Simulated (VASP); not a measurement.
# Ti: single point with LDA

The system is Ti.

```
Ti
1.0
     0.02177    1.99869    2.03132
     2.00646    0.00299    2.05009
     2.03951    2.05051   -0.03005
Ti
1
Direct
  0.98433 0.00381 0.00663
```

| Item | Value |
| --- | --- |
| Program | VASP 6.6.1 |
| Task | single point |
| Functional | LDA |
| Potentials or basis | VASP PAW LDA potentials, release 64 (Ti_sv) |
| Cutoff | 520 eV |
| k mesh | 16 × 15 × 15 |
| Occupations | methfessel-paxton, width 0.05 eV |
| Spin | no spin polarisation |

| Item | Value |
| --- | --- |
| Pressure | -5.0 GPa |
| Band gap on the k mesh | zero (band 6 reaches 9.12 eV, above the bottom of band 7 at 7.97 eV) |

Stress tensor (GPa, compression positive):
```
-4.63 -1.33  0.15
-1.33 -5.21  1.16
 0.15  1.16 -5.20
```

Levels at points of the mesh, in eV from the Fermi level:
| k point | band 2 | band 3 | band 4 | band 5 | band 6 | band 7 | band 8 | band 9 | band 10 | band 11 |
| --- | --- | --- | --- | --- | --- | --- | --- | --- | --- | --- |
| (0.00, 0.00, 0.00) | -32.17 | -32.14 | -32.12 | -6.10 | 0.65 | 0.86 | 1.08 | 2.47 | 2.66 | 15.54 |
| (0.50, 0.00, 0.00) | -32.94 | -32.27 | -32.25 | -2.64 | 0.55 | 0.81 | 1.05 | 3.66 | 3.84 | 8.82 |

Wall time 23 min on 1 thread of AMD EPYC 7571, on a shared host, peak memory 0.4 GiB.
